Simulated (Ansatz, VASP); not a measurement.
# Two plane-wave programs on Bi

```
Bi
1.0
     2.26726    1.30900    4.11667
    -2.26726    1.30900    4.11667
     0.00000   -2.61800    4.11667
Bi
2
Direct
  0.23171 0.23171 0.23171
  0.76829 0.76829 0.76829
```

Alike in both runs: task single point; functional r2SCAN; k mesh 9 × 9 × 9; occupations gaussian, width 1 eV; no spin polarisation.

```csv
,VASP,Ansatz
version,VASP 6.6.1,Ansatz 0.2.0
potentials or method,"VASP PAW PBE potentials, release 64 (Bi_d), cutoff 520 eV","plane waves (500 eV) with PAW, scalar-relativistic"
valence electrons in the cell,30,30
```

Ansatz gave:

- pressure (GPa): 0.4
- traceless stress, the component that is largest in VASP (GPa): -0.08

Problem. Estimate VASP's values.

Solution. Pressure (GPa): 0.3; traceless stress, the component that is largest in VASP (GPa): -0.08.

VASP's potentials were made for PBE, not for r2SCAN. With one functional, cell and mesh, what is left measures potentials, basis and numerics.

Spin-orbit coupling is off throughout.
